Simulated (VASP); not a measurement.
# Ga (I4/mmm) in VASP: a series of runs

The runs below take Ga through single point, with r2SCAN.

Program: VASP 6.6.1. These are calculated values, not measurements. Logs are shortened: lines on timing, memory, paths and dates and some standing lists are left out, and cuts for length are marked.

### Step 1. The cell of the first run

It takes space group I4/mmm (No. 139, tetragonal). Conventional cell: a = 2.805 Å, b = 2.805 Å, c = 4.544 Å, α = 90.00°, β = 90.00°, γ = 90.00°. Ga (site symmetry 4/mmm) has 12 Ga at 2.81 to 3.02 Å within 3.7 Å.

### Step 2. Single point, r2SCAN

Input file POSCAR:

```
Ga
1.0
   -1.4025482297      1.4025482297      2.2722238082
    1.4025482297     -1.4025482297      2.2722238082
    1.4025482297      1.4025482297     -2.2722238082
Ga
1
Direct
    0.0000000000      0.0000000000      0.0000000000
```

Input file INCAR.step1:

```
ALGO = Normal
EDIFF = 1E-4
ENCUT = 520
GGA = PE
ISMEAR = 0
LASPH = T
LCHARG = F
LREAL = F
LWAVE = T
NBANDS = 12
NELM = 60
PREC = Accurate
SIGMA = 0.1
```

Input file INCAR.step2:

```
ALGO = Normal
EDIFF = 1E-6
ENCUT = 520
ISIF = 2
ISMEAR = 0
ISTART = 1
LASPH = T
LCHARG = F
LMIXTAU = T
LREAL = F
LWAVE = F
METAGGA = R2SCAN
NBANDS = 12
NELM = 60
PREC = Accurate
SIGMA = 0.1
```

Input file KPOINTS:

```
k-points
0
Gamma
  20 20 20
```

Potentials or basis: VASP PAW PBE potentials, release 64 (Ga_d).

Launch:

```
$ cat potpaw_PBE.64/Ga_d/POTCAR > POTCAR
$ cp INCAR.step1 INCAR
$ mpirun -np 1 vasp_std > vasp.out
$ cp INCAR.step2 INCAR
$ mpirun -np 1 vasp_std > vasp.out
```

OUTCAR:

```text
EDIFF = 1E-6
   ENCUT = 520
   ISIF = 2
   ISMEAR = 0
   ISTART = 1
   LASPH = T
   LREAL = F
   METAGGA = R2SCAN
   NELM = 60
   PREC = Accurate

 ion  position               nearest neighbor table
   1  0.000  0.000  0.000-

  LATTYP: Found a body centered tetragonal cell.
 ALAT       =     2.8050964594
 C/A-ratio  =     1.6200682159

  Lattice vectors:

 A1 = (  -1.4025482297,   1.4025482297,   2.2722238082)
 A2 = (   1.4025482297,  -1.4025482297,   2.2722238082)
 A3 = (   1.4025482297,   1.4025482297,  -2.2722238082)

Analysis of symmetry for initial positions (statically):
=====================================================================
 Subroutine PRICEL returns:
 Original cell was already a primitive cell.

 Routine SETGRP: Setting up the symmetry group for a
 body centered tetragonal supercell.

 Subroutine GETGRP returns: Found 16 space group operations
 (whereof 16 operations were pure point group operations)
 out of a pool of 16 trial point group operations.

The static configuration has the point symmetry D_4h.

Analysis of symmetry for dynamics (positions and initial velocities):
=====================================================================
 Subroutine PRICEL returns:
 Original cell was already a primitive cell.

 Routine SETGRP: Setting up the symmetry group for a
 body centered tetragonal supercell.

 Subroutine GETGRP returns: Found 16 space group operations
 (whereof 16 operations were pure point group operations)
 out of a pool of 16 trial point group operations.

The dynamic configuration has the point symmetry D_4h.

 Subroutine INISYM returns: Found 16 space group operations
 (whereof 16 operations are pure point group operations),
 and found     1 'primitive' translations

----------------------------------------------------------------------------------------

                                     Primitive cell

  volume of cell :      17.8791

  direct lattice vectors                    reciprocal lattice vectors
    -1.402548230  1.402548230  2.272223808     0.000000000  0.356493980  0.220048746
     1.402548230 -1.402548230  2.272223808     0.356493980  0.000000000  0.220048746
     1.402548230  1.402548230 -2.272223808     0.356493980  0.356493980  0.000000000

  length of vectors
     3.016170437  3.016170437  3.016170437     0.418938430  0.418938430  0.504158621

  position of ions in fractional coordinates (direct lattice)
     0.000000000  0.000000000  0.000000000

  ion indices of the primitive-cell ions
   primitive index   ion index
                 1           1

----------------------------------------------------------------------------------------

 KPOINTS: k-points

Automatic generation of k-mesh.
 Grid dimensions read from file:
 generate k-points for:   20   20   20

 Generating k-lattice:

  Cartesian coordinates                     Fractional coordinates (reciprocal lattice)
     0.000000000  0.017824699  0.011002437     0.050000000  0.000000000 -0.000000000
     0.017824699  0.000000000  0.011002437     0.000000000  0.050000000 -0.000000000
     0.017824699  0.017824699  0.000000000     0.000000000  0.000000000  0.050000000

  Length of vectors
     0.020946922  0.020946922  0.025207931

  Shift w.r.t. Gamma in fractional coordinates (k-lattice)
     0.000000000  0.000000000  0.000000000

 Subroutine IBZKPT returns following result:
 ===========================================

 Found    641 irreducible k-points:

 Following reciprocal coordinates:
            Coordinates               Weight
  0.000000  0.000000  0.000000      1.000000
  0.050000 -0.000000  0.000000      8.000000
  0.100000 -0.000000  0.000000      8.000000
  0.150000  0.000000  0.000000      8.000000
  0.200000 -0.000000  0.000000      8.000000
  0.250000 -0.000000  0.000000      8.000000
[... 16 lines left out ...]
 -0.400000  0.050000  0.000000     16.000000
 -0.350000  0.050000  0.000000     16.000000
 [... further k-points ...]
   k-points           NKPTS =    641   k-points in BZ     NKDIM =    641   number of bands    NBANDS=     12
   number of dos      NEDOS =    301   number of ions     NIONS =      1
   total plane-waves  NPLWV =  13824
   dimension x,y,z NGX =    24 NGY =   24 NGZ =   24
   dimension x,y,z NGXF=    48 NGYF=   48 NGZF=   48
   ions per type =               1
   NGX,Y,Z   is equivalent  to a cutoff of  13.23, 13.23, 13.23 a.u.
   NGXF,Y,Z  is equivalent  to a cutoff of  26.46, 26.46, 26.46 a.u.
 SYSTEM =  unknown system
   PREC   = accura    normal or accurate (medium, high low for compatibility)
   ISTART =      1    job   : 0-new  1-cont  2-samecut
   ICHARG =      0    charge: 1-file 2-atom 10-const
   ISPIN  =      1    spin polarized calculation?
   LNONCOLLINEAR =      F non collinear calculations
   LSORBIT =      F    spin-orbit coupling
   LASPH  =      T    aspherical Exc in radial PAW
   ENCUT  =  520.0 eV  38.22 Ry    6.18 a.u.   5.61  5.61  5.61*2*pi/ulx,y,z
   NELM   =     60;   NELMIN=  2; NELMDL=  0     # of ELM steps
   EDIFF  = 0.1E-05   stopping-criterion for ELM
   LREAL  =      F    real-space projection
   EDIFFG = 0.1E-04   stopping-criterion for IOM
   NSW    =      0    number of steps for IOM
   IBRION =     -1    ionic relax: 0-MD 1-quasi-New 2-CG
   NFREE  =      0    steps in history (QN), initial steepest desc. (CG)
   ISIF   =      2    stress and relaxation
   ISYM   =      2    0-nonsym 1-usesym 2-fastsym
   POTIM  = 0.5000    time-step for ionic-motion
   TEBEG  =    0.0;   TEEND  =   0.0 temperature during run
   PSTRESS=    0.0 pullay stress
   NELECT =      13.0000    total number of electrons
   NUPDOWN=      -1.0000    fix difference up-down
   EMIN   =  10.00;   EMAX   =-10.00  energy-range for DOS
   EFERMI =   0.00;   METHOD = LEGACY
   ISMEAR =     0;   SIGMA  =   0.10  broadening in eV -4-tet -1-fermi 0-gaus
   EFERMI_NEDOS =   21; number of points for ismear=-14 and -15
   IALGO  =     38    algorithm
   IMIX   =      4    mixing-type and parameters
     AMIX     =   0.40;   BMIX     =  1.00
     AMIX_MAG =   1.60;   BMIX_MAG =  1.00
  volume/ion in A,a.u.               =      17.88       120.65
  Fermi-wavevector in a.u.,A,eV,Ry     =   1.472110  2.781885 29.485308  2.167109
  Thomas-Fermi vector in A             =   2.587165
   LORBIT       =      0    0 simple, 1 ext, 2 COOP (PROOUT), +10 PAW based schemes
   METAGGA = R2SCAN    functional components
   LHFCALC =     F    Hartree Fock is set to
   AEXX    =    0.0000 exact exchange contribution
   IVDW    =     0    specifies the selected vdW correction
   LEPSILON=     F    determine dielectric tensor
   LRPA    =     F    only Hartree local field effects (RPA)
 non-spin polarized calculation
 Gauss-broadening in eV      SIGMA  =   0.10
  energy-cutoff  :      520.00
  volume of cell :       17.88
 maximum number of plane-waves:       496
   NGX = 11   NGY = 11   NGZ = 11

 number of electron      12.9999993 magnetization

 Free energy of the ion-electron system (eV)
  ---------------------------------------------------
  ext. energy  EPLUGINS =         0.00000000
  ---------------------------------------------------
  free energy    TOTEN  =       -11.30990109 eV

  energy without entropy =      -11.30813671  energy(sigma->0) =      -11.30901890

 E-fermi :   6.0002     XC(G=0): -12.4875

 val. band max:        5.9957545852   @ k =  -0.2500   0.5000   0.2500
 cond. band min:       6.0106470834   @ k =   0.4000   0.3000   0.1000
 fundamental gap:      0.0148924981
 Fermi energy:         6.0001794320

 k-point     1 :       0.0000    0.0000    0.0000
  band No.  band energies     occupation
      1      -9.6466      2.00000
      2      -9.4911      2.00000
      3      -9.4890      2.00000
      4      -9.4890      2.00000
      5      -9.3212      2.00000
      6      -6.1184      2.00000
      7      19.5647      0.00000
      8      19.5675      0.00000
      9      19.5676      0.00000
     10      22.9011      0.00000
     11      23.1876      0.00000
     12      23.8441      0.00000

 k-point     2 :       0.0500   -0.0000    0.0000
  band No.  band energies     occupation
      1      -9.6424      2.00000
      2      -9.4925      2.00000
      3      -9.4878      2.00000
      4      -9.4860      2.00000
      5      -9.3233      2.00000
      6      -6.0475      2.00000
      7      18.5944      0.00000
      8      19.2831      0.00000
      9      19.4835      0.00000
     10      22.3110      0.00000
     11      23.3887      0.00000
     12      24.0509      0.00000

 k-point     3 :       0.1000   -0.0000    0.0000
  band No.  band energies     occupation
      1      -9.6316      2.00000
      2      -9.5009      2.00000
      3      -9.4793      2.00000
      4      -9.4775      2.00000
      5      -9.3292      2.00000
      6      -5.8336      2.00000
      7      16.5902      0.00000
      8      18.6286      0.00000
      9      19.2789      0.00000
     10      21.8671      0.00000
     11      23.3009      0.00000
     12      24.6185      0.00000
[... 286 lines left out ...]
 k-point    23 :      -0.4000    0.0500    0.0000
  band No.  band energies     occupation
      1      -9.6293      2.00000
      2      -9.5919      2.00000
      3      -9.4651      2.00000
      4      -9.3289      2.00000
      5      -9.2859      2.00000
      6      -1.7239      2.00000
      7       4.8906      2.00000
      8      14.7406      0.00000
      9      18.2591      0.00000
     10      19.6516      0.00000
     11      21.7831      0.00000
     12      24.4698      0.00000

 k-point    24 :      -0.3500    0.0500    0.0000
  band No.  band energies     occupation
      1      -9.6135      2.00000
      2      -9.5839      2.00000
      3      -9.4566      2.00000
      4      -9.3467      2.00000
      5      -9.3154      2.00000
      6      -2.7753      2.00000
      7       6.6993      0.00000
      8      15.0516      0.00000
      9      18.3173      0.00000
     10      20.0265      0.00000
     11      22.3017      0.00000
     12      24.3675      0.00000

 [... further k-points ...]
[... 5 lines left out ...]
  --------------------------------------------------------------------------------------
  -------------------------------------------------------------------------------------
  Total        0.0006472      0.0006472     -0.0044000      0.0000000      0.0000000      0.0000000
  in kB        0.0580003      0.0580003     -0.3942937      0.0000000      0.0000000      0.0000000
  external PRESSURE =      -0.0927644 kB  Pullay stress =       0.0000000 kB

 VOLUME and BASIS-vectors are now :
 -----------------------------------------------------------------------------
  energy-cutoff  :      520.00
  volume of cell :       17.88
      direct lattice vectors                 reciprocal lattice vectors
    -1.402548230  1.402548230  2.272223808     0.000000000  0.356493980  0.220048746
     1.402548230 -1.402548230  2.272223808     0.356493980  0.000000000  0.220048746
     1.402548230  1.402548230 -2.272223808     0.356493980  0.356493980  0.000000000

 POSITION                                       TOTAL-FORCE (eV/Angst)
 -----------------------------------------------------------------------------------
      0.00000      0.00000      0.00000         0.000000      0.000000      0.000000
 -----------------------------------------------------------------------------------
    total drift:                                0.000000      0.000000     -0.000000

  FREE ENERGIE OF THE ION-ELECTRON SYSTEM (eV)
  ---------------------------------------------------
  free  energy   TOTEN  =       -11.3099010915 eV

  energy  without entropy=      -11.3081367140  energy(sigma->0) =      -11.30901890
```

It took 8.4 min on 1 thread of Intel Xeon 8259CL, shared host; peak memory 0.26 GiB.

What came out:

- Free energy: -11.3099 eV
- Pressure: 0.0 GPa
- Band gap on the k mesh: zero (an odd number of electrons rules out a gap without spin polarisation)

Caveat: the PAW data sets were made with another functional, which shifts forces and pressure a little.

### Step 3. Single point, r2SCAN (18.42 Å³/atom)

This run uses another cell than the first one, of 18.42 Å³/atom.

Input file POSCAR:

```
Ga
1.0
   -1.4150370874      1.4150370874      2.2992611124
    1.4150370874     -1.4150370874      2.2992611124
    1.4150370874      1.4150370874     -2.2992611124
Ga
1
Direct
    0.0000000000      0.0000000000      0.0000000000
```

Input file INCAR.step1:

```
PREC = Accurate
ENCUT = 520
ISMEAR = 0
SIGMA = 0.1
LREAL = False
LASPH = True
NELM = 80
NBANDS = 12
GGA = PE
ALGO = Normal
EDIFF = 1E-4
LWAVE = True
LCHARG = False
```

Input file INCAR.step2:

```
PREC = Accurate
ENCUT = 520
EDIFF = 1E-6
ISMEAR = 0
SIGMA = 0.1
LREAL = False
LASPH = True
NELM = 80
ALGO = Normal
ISIF = 2
LWAVE = False
LCHARG = True
METAGGA = R2SCAN
LMIXTAU = True
LELF = True
LVHAR = True
NBANDS = 12
ISTART = 1
```

Input file KPOINTS:

```
regular mesh
0
Gamma
  20 20 20
```

Potentials or basis: VASP PAW PBE potentials, release 64 (Ga_d).

Launch:

```
$ cat potpaw_PBE.64/Ga_d/POTCAR > POTCAR
$ cp INCAR.step1 INCAR
$ mpirun -np 1 vasp_std > vasp.out
$ cp INCAR.step2 INCAR
$ mpirun -np 1 vasp_std > vasp.out
```

Run time: 8.4 min. Hardware: 1 thread of Intel Xeon 8259CL, shared host; peak memory 0.26 GiB.

It converged, with:

```
Free energy            : -11.3071 eV
Pressure               : -1.6 GPa
Band gap on the k mesh : zero (an odd number of electrons rules out a gap without spin polarisation)
```

Stress tensor (GPa, compression positive):
```
-1.60  0.00  0.00
 0.00 -1.60  0.00
 0.00  0.00 -1.48
```

Levels at points of the mesh, in eV from the Fermi level:
```tsv
k point	band 2	band 3	band 4	band 5	band 6	band 7	band 8	band 9	band 10	band 11
(0.00, 0.00, 0.00)	-15.46	-15.45	-15.45	-15.29	-11.86	13.17	13.23	13.23	16.62	17.05
(0.50, 0.00, 0.00)	-15.56	-15.43	-15.28	-15.23	-5.13	-4.34	8.53	12.43	12.68	16.61
(0.50, 0.50, 0.00)	-15.63	-15.29	-15.28	-15.15	-2.27	-1.18	3.98	5.24	8.31	8.46
(0.50, 0.50, 0.50)	-15.64	-15.24	-15.24	-15.24	-4.28	-3.92	6.99	6.99	10.14	11.45
```

Caveat: the PAW data sets were made with another functional, which shifts forces and pressure a little.
